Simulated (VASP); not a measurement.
# SiC (Moissanite 3C) (F-43m) in VASP: single point with PBE

Aim: the single point of SiC (Moissanite 3C) with PBE.

Everything below comes from runs of VASP 6.6.1. Logs are shortened: lines on timing, memory, paths and dates and some standing lists are left out, and cuts for length are marked.

## Step 1: The cell of the first run

It takes space group F-43m (No. 216, cubic). Conventional cell: a = 4.358 Å, b = 4.358 Å, c = 4.358 Å, α = 90.00°, β = 90.00°, γ = 90.00°. Within 2.5 Å of Si (site symmetry -43m) lie 4 C at 1.89 Å. C (site symmetry -43m) has 4 Si at 1.89 Å within 2.5 Å.

## Step 2: Single point, PBE

INCAR reads:

```
ALGO = Normal ; EDIFF = 1E-6
ENCUT = 600 ; GGA = PE
GGA_COMPAT = F ; ISIF = 2
ISMEAR = -1 ; LASPH = T
LCHARG = T ; LELF = T
LREAL = F ; LVHAR = T
LWAVE = F ; NBANDS = 11
NELM = 120 ; PREC = Accurate
SIGMA = 0.1
```

KPOINTS reads:

```
k-points
0
Gamma
  8 8 8
```

POSCAR reads:

```
SiC
1.0
    0.0000000000      2.1790000000      2.1790000000
    2.1790000000      0.0000000000      2.1790000000
    2.1790000000      2.1790000000      0.0000000000
Si C
1 1
Direct
    0.0000000000      0.0000000000      0.0000000000
    0.2500000000      0.2500000000      0.2500000000
```

Potentials or basis: VASP PAW PBE potentials, release 64 (Si, C).

Command:

```sh
> cat potpaw_PBE.64/Si/POTCAR potpaw_PBE.64/C/POTCAR > POTCAR
> mpirun -np 1 vasp_std > vasp.out
```

OUTCAR:

```text
EDIFF = 1E-6
   ENCUT = 600
   GGA = PE
   ISIF = 2
   ISMEAR = -1
   LASPH = T
   LREAL = F
   NELM = 120
   PREC = Accurate

 ion  position               nearest neighbor table
   1  0.000  0.000  0.000-   2 1.89   2 1.89   2 1.89   2 1.89
   2  0.250  0.250  0.250-   1 1.89   1 1.89   1 1.89   1 1.89

  LATTYP: Found a face centered cubic cell.
 ALAT       =     4.3580000000

  Lattice vectors:

 A1 = (   0.0000000000,   2.1790000000,   2.1790000000)
 A2 = (   2.1790000000,   0.0000000000,   2.1790000000)
 A3 = (   2.1790000000,   2.1790000000,   0.0000000000)

Analysis of symmetry for initial positions (statically):
=====================================================================
 Subroutine PRICEL returns:
 Original cell was already a primitive cell.

 Routine SETGRP: Setting up the symmetry group for a
 face centered cubic supercell.

 Subroutine GETGRP returns: Found 24 space group operations
 (whereof 24 operations were pure point group operations)
 out of a pool of 48 trial point group operations.

The static configuration has the point symmetry T_d .

Analysis of symmetry for dynamics (positions and initial velocities):
=====================================================================
 Subroutine PRICEL returns:
 Original cell was already a primitive cell.

 Routine SETGRP: Setting up the symmetry group for a
 face centered cubic supercell.

 Subroutine GETGRP returns: Found 24 space group operations
 (whereof 24 operations were pure point group operations)
 out of a pool of 48 trial point group operations.

The dynamic configuration has the point symmetry T_d .

 Subroutine INISYM returns: Found 24 space group operations
 (whereof 24 operations are pure point group operations),
 and found     1 'primitive' translations

----------------------------------------------------------------------------------------

                                     Primitive cell

  volume of cell :      20.6920

  direct lattice vectors                    reciprocal lattice vectors
     0.000000000  2.179000000  2.179000000    -0.229463056  0.229463056  0.229463056
     2.179000000  0.000000000  2.179000000     0.229463056 -0.229463056  0.229463056
     2.179000000  2.179000000  0.000000000     0.229463056  0.229463056 -0.229463056

  length of vectors
     3.081571352  3.081571352  3.081571352     0.397441672  0.397441672  0.397441672
[... 81 lines left out ...]
   EDIFF  = 0.1E-05   stopping-criterion for ELM
   LREAL  =      F    real-space projection
   EDIFFG = 0.1E-04   stopping-criterion for IOM
   NSW    =      0    number of steps for IOM
   IBRION =     -1    ionic relax: 0-MD 1-quasi-New 2-CG
   NFREE  =      0    steps in history (QN), initial steepest desc. (CG)
   ISIF   =      2    stress and relaxation
   ISYM   =      2    0-nonsym 1-usesym 2-fastsym
   POTIM  = 0.5000    time-step for ionic-motion
   TEBEG  =    0.0;   TEEND  =   0.0 temperature during run
   PSTRESS=    0.0 pullay stress
   NELECT =       8.0000    total number of electrons
   NUPDOWN=      -1.0000    fix difference up-down
   EMIN   =  10.00;   EMAX   =-10.00  energy-range for DOS
   EFERMI =   0.00;   METHOD = LEGACY
   ISMEAR =    -1;   SIGMA  =   0.10  broadening in eV -4-tet -1-fermi 0-gaus
   EFERMI_NEDOS =   21; number of points for ismear=-14 and -15
   IALGO  =     38    algorithm
   IMIX   =      4    mixing-type and parameters
     AMIX     =   0.40;   BMIX     =  1.00
     AMIX_MAG =   1.60;   BMIX_MAG =  1.00
  volume/ion in A,a.u.               =      10.35        69.82
  Fermi-wavevector in a.u.,A,eV,Ry     =   1.192626  2.253736 19.352338  1.422357
  Thomas-Fermi vector in A             =   2.328660
   LORBIT       =      0    0 simple, 1 ext, 2 COOP (PROOUT), +10 PAW based schemes
   GGA     = PE    functional components
   LHFCALC =     F    Hartree Fock is set to
   AEXX    =    0.0000 exact exchange contribution
   IVDW    =     0    specifies the selected vdW correction
   LEPSILON=     F    determine dielectric tensor
   LRPA    =     F    only Hartree local field effects (RPA)
 non-spin polarized calculation
  energy-cutoff  :      600.00
  volume of cell :       20.69
 maximum number of plane-waves:       701
 NGX is ok and might be reduce to    28
   NGX = 13   NGY = 13   NGZ = 13

 number of electron       8.0000000 magnetization

 Free energy of the ion-electron system (eV)
  ---------------------------------------------------
  ext. energy  EPLUGINS =         0.00000000
  ---------------------------------------------------
  free energy    TOTEN  =       -15.05807094 eV

  energy without entropy =      -15.05803516  energy(sigma->0) =      -15.05805305

 E-fermi :   8.8330     XC(G=0): -11.3560

 val. band max:        8.1072189714   @ k =   0.0000   0.0000   0.0000
 cond. band min:       9.4637597045   @ k =   0.5000   0.5000   0.0000
 fundamental gap:      1.3565407331
 Fermi energy:         8.8330378332

 k-point     1 :       0.0000    0.0000    0.0000
  band No.  band energies     occupation
      1      -7.2963      2.00000
      2       8.1072      1.99859
      3       8.1072      1.99859
      4       8.1072      1.99859
      5      14.3405      0.00000
      6      15.4145      0.00000
      7      15.4145      0.00000
      8      15.4145      0.00000
      9      22.6138      0.00000
     10      22.6138      0.00000
     11      24.5875      0.00000
[... 309 lines left out ...]
 k-point    24 :      -0.3750    0.2500    0.1250
  band No.  band energies     occupation
      1      -3.0816      2.00000
      2       0.2809      2.00000
      3       4.3997      2.00000
      4       5.8496      2.00000
      5      13.3553      0.00000
      6      15.3831      0.00000
      7      18.2561      0.00000
      8      19.1075      0.00000
      9      21.5306      0.00000
     10      24.3299      0.00000
     11      27.4340      0.00000

 [... further k-points ...]
[... 5 lines left out ...]
  --------------------------------------------------------------------------------------
  -------------------------------------------------------------------------------------
  Total        0.3978398      0.3978398      0.3978398      0.0000000      0.0000000      0.0000000
  in kB       30.8047131     30.8047131     30.8047131      0.0000000      0.0000000      0.0000000
  external PRESSURE =      30.8047131 kB  Pullay stress =       0.0000000 kB

 VOLUME and BASIS-vectors are now :
 -----------------------------------------------------------------------------
  energy-cutoff  :      600.00
  volume of cell :       20.69
      direct lattice vectors                 reciprocal lattice vectors
     0.000000000  2.179000000  2.179000000    -0.229463056  0.229463056  0.229463056
     2.179000000  0.000000000  2.179000000     0.229463056 -0.229463056  0.229463056
     2.179000000  2.179000000  0.000000000     0.229463056  0.229463056 -0.229463056

 POSITION                                       TOTAL-FORCE (eV/Angst)
 -----------------------------------------------------------------------------------
      0.00000      0.00000      0.00000         0.000000      0.000000     -0.000000
      1.08950      1.08950      1.08950        -0.000000     -0.000000      0.000000
 -----------------------------------------------------------------------------------
    total drift:                               -0.000000     -0.000000     -0.000000

  FREE ENERGIE OF THE ION-ELECTRON SYSTEM (eV)
  ---------------------------------------------------
  free  energy   TOTEN  =       -15.0580709442 eV

  energy  without entropy=      -15.0580351599  energy(sigma->0) =      -15.05805305
```

OSZICAR:

```text
N       E                     dE             d eps       ncg     rms          rms(c)
DAV:   1     0.602050742043E+01    0.60205E+01   -0.42493E+03   646   0.696E+02
DAV:   2    -0.162131502951E+02   -0.22234E+02   -0.21385E+02   814   0.119E+02
DAV:   3    -0.169102739848E+02   -0.69712E+00   -0.69590E+00   797   0.175E+01
DAV:   4    -0.169131452644E+02   -0.28713E-02   -0.28709E-02   731   0.141E+00
DAV:   5    -0.169131586804E+02   -0.13416E-04   -0.13417E-04   787   0.899E-02    0.880E+00
DAV:   6    -0.151156618958E+02    0.17975E+01   -0.64875E+00   713   0.114E+01    0.389E+00
DAV:   7    -0.150656127566E+02    0.50049E-01   -0.38183E-01   761   0.354E+00    0.177E+00
DAV:   8    -0.150578432881E+02    0.77695E-02   -0.20131E-02   725   0.951E-01    0.171E-01
DAV:   9    -0.150579584386E+02   -0.11515E-03   -0.15999E-03   793   0.229E-01    0.112E-01
DAV:  10    -0.150580683029E+02   -0.10986E-03   -0.23648E-04   716   0.935E-02    0.262E-02
DAV:  11    -0.150580705471E+02   -0.22442E-05   -0.42453E-05   767   0.339E-02    0.699E-03
DAV:  12    -0.150580709442E+02   -0.39710E-06   -0.19968E-06   627   0.851E-03
   1 F= -.15058071E+02 E0= -.15058053E+02  d E =-.357843E-04
```

stdout:

```text
POSCAR found type information on POSCAR SiC
 POSCAR found :  2 types and       2 ions
 scaLAPACK will be used
 LDA part: xc-table for (Slater+PW92), standard interpolation
 POSCAR, INCAR and KPOINTS ok, starting setup
 FFT: planning ... GRIDC
 FFT: planning ... GRID_SOFT
 FFT: planning ... GRID
 WAVECAR not read
 entering main loop
```

Wall time 15 s (1 thread of AMD EPYC 7R13, shared host); peak memory 0.12 GiB.

What came out:

- Free energy: -15.0581 eV
- Pressure: 3.1 GPa
- Band gap on the k mesh: 1.36 eV, indirect (least direct gap 4.54 eV)
